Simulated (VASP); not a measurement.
# H16SO10 in VASP: further runs, part 2 of 2

VASP 6.6.1. Earlier steps stand in the parts before.

### 5 Single point, PBE+D3(BJ)

INCAR reads:

```
SYSTEM = H16SO10
  PREC = Accurate
  ENCUT = 520
  EDIFF = 1E-6
  ISMEAR = -1
  SIGMA = 0.02
  LREAL = .False.
  LASPH = .True.
  NELM = 120
  ALGO = Normal
  ISIF = 2
  LWAVE = .False.
  LCHARG = .True.
  GGA = PE
  IVDW = 12
  LELF = .True.
  LVHAR = .True.
  NBANDS = 60
  GGA_COMPAT = .False.
```

KPOINTS reads:

```
regular mesh
0
Gamma
  1 1 1
  0 0 0
```

POSCAR reads:

```
H16SO10
1.0
    7.0162890000      0.0000000000      0.0000000000
    0.0000000000      7.0162890000      0.0000000000
    0.0000000000      0.0000000000      7.0162890000
O H S
10 16 1
Direct
    0.4140507895      0.2082012300      0.9947566299
    0.3782911451     -0.2804901565      0.2262164515
   -0.2250477425      0.1861810424      0.8602553287
    1.0358182224     -0.0506963154      0.4124972617
    1.0478046158      0.5312780018      0.3368162286
    0.4334627607      0.6139855414      0.8141198289
    0.6678459225      0.5026446317      0.3735592989
    0.9751736281      0.5977661410      0.8162292061
    0.4817931530      1.1231720928      0.4091194077
    0.6918614669      0.8793394913      0.5552935462
    0.5286270278      0.1397604916      0.9494050202
    0.4134521825      0.1576901978      1.1217895956
    0.4281608126     -0.3949238693      0.1830739868
    0.2423218314     -0.3252859168      0.2588262827
   -0.1442928021      0.1298977280      0.7575229584
   -0.2324305627      0.3185302088      0.8387054752
    1.1583188777     -0.0540456643      0.3488596322
    0.9440033043     -0.1202772577      0.3367449659
    1.0381556404      0.5385325490      0.4698495173
    0.9513861245      0.4173573808      0.3469925483
    0.3434151586      0.5297957367      0.7642644139
    0.5126784259      0.5363091515      0.8872781609
    0.5794801212      0.5350834323      0.4841163185
    0.6527239685      0.3698536363      0.3849755904
    1.0060161433      0.6455976942      0.9368912826
    0.8495231596      0.6625154694      0.8036727107
    0.5009343258      0.9381027492      0.5023880858
```

Potentials or basis: VASP PAW PBE potentials, release 64 (O, H, S).

On the command line:

```sh
$ cat potpaw_PBE.64/O/POTCAR potpaw_PBE.64/H/POTCAR potpaw_PBE.64/S/POTCAR > POTCAR
$ mpirun -np 1 vasp_gam > vasp.out
```

OUTCAR:

```text
SYSTEM = H16SO10
   PREC = Accurate
   ENCUT = 520
   EDIFF = 1E-6
   ISMEAR = -1
   LREAL = .False.
   LASPH = .True.
   NELM = 120
   ISIF = 2
   GGA = PE
   IVDW = 12
 IVDW          = 12

 ion  position               nearest neighbor table
   1  0.414  0.208  0.995-  12 0.96  11 0.99
   2  0.378  0.720  0.226-  13 0.93  14 1.03
   3  0.775  0.186  0.860-  16 0.94  15 1.00
   4  0.036  0.949  0.412-  18 0.97  17 0.97
   5  0.048  0.531  0.337-  19 0.94  20 1.05
   6  0.433  0.614  0.814-  22 0.93  21 0.93
   7  0.668  0.503  0.374-  24 0.94  23 1.02
   8  0.975  0.598  0.816-  25 0.94  26 1.00
   9  0.482  0.123  0.409-  27 1.46
  10  0.692  0.879  0.555-  27 1.45
  11  0.529  0.140  0.949-   1 0.99
  12  0.413  0.158  0.122-   1 0.96
  13  0.428  0.605  0.183-   2 0.93
  14  0.242  0.675  0.259-   2 1.03
[... 10 lines left out ...]
  25  0.006  0.646  0.937-   8 0.94
  26  0.850  0.663  0.804-   8 1.00
  27  0.501  0.938  0.502-  10 1.45   9 1.46

  LATTYP: Found a simple cubic cell.
 ALAT       =     7.0162890000

  Lattice vectors:

 A1 = (   7.0162890000,   0.0000000000,   0.0000000000)
 A2 = (   0.0000000000,   7.0162890000,   0.0000000000)
[... 209 lines left out ...]
 k-point     1 :       0.0000    0.0000    0.0000
  band No.  band energies     occupation
      1     -25.4641      2.00000
      2     -23.0448      2.00000
      3     -22.7946      2.00000
      4     -22.6542      2.00000
      5     -22.6333      2.00000
      6     -22.3702      2.00000
[... 45 lines left out ...]
     52       5.3034      0.00000
     53       5.7709      0.00000
 [bands above 53 left out]

------------------------ aborting loop because EDIFF is reached ----------------------------------------

 Edisp (eV)   -0.94294

 E8    (eV) :    -0.2129

  FORCE on cell =-STRESS in cart. coord.  units (eV):
  Direction    XX          YY          ZZ          XY          YZ          ZX
  --------------------------------------------------------------------------------------
  -------------------------------------------------------------------------------------
  Total       1.19120     5.06567     4.28062    -1.30286     1.53343     2.93707
  in kB       5.52553    23.49766    19.85613    -6.04346     7.11297    13.62392
  external pressure =       16.29 kB  Pullay stress =        0.00 kB

 VOLUME and BASIS-vectors are now :
 -----------------------------------------------------------------------------
  energy-cutoff  :      520.00
  volume of cell :      345.40
      direct lattice vectors                 reciprocal lattice vectors
     7.016289000  0.000000000  0.000000000     0.142525486  0.000000000  0.000000000
     0.000000000  7.016289000  0.000000000     0.000000000  0.142525486  0.000000000
     0.000000000  0.000000000  7.016289000     0.000000000  0.000000000  0.142525486

 POSITION                                       TOTAL-FORCE (eV/Angst)
 -----------------------------------------------------------------------------------
      2.90510      1.46080      6.97950         0.522194     -0.207098     -0.534861
      2.65420      5.04829      1.58720        -3.124945      2.095663      1.167933
      5.43729      1.30630      6.03580         0.578036     -2.356491     -0.521429
      0.25131      6.66059      2.89420         0.124660      0.593723      0.571750
      0.33541      3.72760      2.36320        -1.631950     -2.983727     -1.027918
      3.04130      4.30790      5.71210         0.454275      2.501492     -0.873924
[... 19 lines left out ...]
      5.96050      4.64840      5.63880         0.740705     -0.370938     -0.666642
      3.51470      6.58200      3.52490        -0.275525     -0.170061      0.569996
 -----------------------------------------------------------------------------------
    total drift:                                0.000933     -0.000933     -0.001675

  FREE ENERGIE OF THE ION-ELECTRON SYSTEM (eV)
  ---------------------------------------------------
  free  energy   TOTEN  =      -132.2487023807 eV

  energy  without entropy=     -132.2487023806  energy(sigma->0) =     -132.24870238
```

OSZICAR:

```text
N       E                     dE             d eps       ncg     rms          rms(c)
DAV:   1     0.682226963350E+03    0.68223E+03   -0.44852E+04   128   0.125E+03
DAV:   2    -0.771912642550E+02   -0.75942E+03   -0.73681E+03   160   0.302E+02
DAV:   3    -0.146803704516E+03   -0.69612E+02   -0.69109E+02   136   0.989E+01
DAV:   4    -0.147959132132E+03   -0.11554E+01   -0.11516E+01   152   0.139E+01
DAV:   5    -0.147977541849E+03   -0.18410E-01   -0.18390E-01   152   0.172E+00    0.419E+01
DAV:   6    -0.131847703744E+03    0.16130E+02   -0.55513E+01   136   0.306E+01    0.227E+01
DAV:   7    -0.131495099441E+03    0.35260E+00   -0.30308E+00   144   0.759E+00    0.101E+01
DAV:   8    -0.131307848265E+03    0.18725E+00   -0.32554E-01   144   0.284E+00    0.189E+00
DAV:   9    -0.131300721340E+03    0.71269E-02   -0.38967E-02   152   0.894E-01    0.384E-01
DAV:  10    -0.131304618827E+03   -0.38975E-02   -0.54476E-03   128   0.388E-01    0.174E-01
DAV:  11    -0.131305622098E+03   -0.10033E-02   -0.11946E-03   136   0.200E-01    0.698E-02
DAV:  12    -0.131305796701E+03   -0.17460E-03   -0.35775E-04   128   0.102E-01    0.344E-02
DAV:  13    -0.131305778460E+03    0.18241E-04   -0.66149E-05   144   0.500E-02    0.133E-02
DAV:  14    -0.131305768480E+03    0.99793E-05   -0.14530E-05   128   0.210E-02    0.107E-02
DAV:  15    -0.131305766821E+03    0.16600E-05   -0.54507E-06   144   0.135E-02    0.472E-03
DAV:  16    -0.131305766217E+03    0.60336E-06   -0.13372E-06   104   0.760E-03
   1 F= -.13224870E+03 E0= -.13224870E+03  d E =-.432859E-10
```

Wall time 30 s (1 thread of Intel Xeon 6975P-C (Granite Rapids), shared host); peak memory 0.39 GiB.

What came out:

```yaml
Free_energy: -132.2487 eV
Pressure: 1.6 GPa
Largest_force: 3.940 eV/Å
Dispersion_energy_per_atom: -0.035 eV
```

Forces on the atoms (eV/Å):
```
O    0.522 -0.207 -0.535
O   -3.125  2.096  1.168
O    0.578 -2.356 -0.521
O    0.125  0.594  0.572
O   -1.632 -2.984 -1.028
O    0.454  2.501 -0.874
O   -1.282  1.491  1.805
O   -2.043 -0.028 -1.576
O    0.207 -0.042 -0.188
O   -0.149  0.087 -0.158
H   -0.094  0.499 -0.456
H   -0.527  0.040  0.973
H    1.611 -2.312 -0.806
H    1.399  0.416 -0.194
H   -0.592  0.566  0.743
H    0.374  1.598 -0.356
H   -0.076 -0.011 -0.369
H    0.086 -0.237 -0.116
H    0.622  1.476  2.563
H    1.495  1.817 -1.640
H   -1.714 -1.374 -0.663
H    1.170 -1.428  1.368
H    1.123  0.299 -1.231
H   -0.190 -2.390 -0.411
H    1.193  0.429  2.026
H    0.741 -0.371 -0.667
S   -0.276 -0.170  0.570
```

Levels at points of the mesh, in eV from the Fermi level:
```tsv
k point	band 39	band 40	band 41	band 42	band 43	band 44
(0.00, 0.00, 0.00)	-0.73	-0.58	-0.48	2.19	3.92	6.16
```

Caveat: the k points lie up to 0.90 Å⁻¹ apart; the atoms stand as in a frame of molecular dynamics.

### 6 Summary

| cell | pressure (GPa) | largest force (eV/Å) |
| --- | --- | --- |
| as given, atomic positions A | -0.1 | 4.33 |
| as given, atomic positions B | 2.9 | 9.98 |
| as given, atomic positions C | 0.9 | 7.57 |
| as given, atomic positions D | 1.6 | 3.94 |

Alike in all rows: task single point; level PBE+D3(BJ); potentials or basis VASP PAW PBE potentials, release 64 (O, H, S); no spin polarisation; k mesh 1 × 1 × 1; cutoff (eV) 520; smearing fermi-dirac 0.02 eV.

Caveats: all runs use coarse meshes; the atoms stand as in a frame of molecular dynamics (at least some runs).

Total energies depend on the potentials used, so only differences within one code and one set of settings carry meaning.
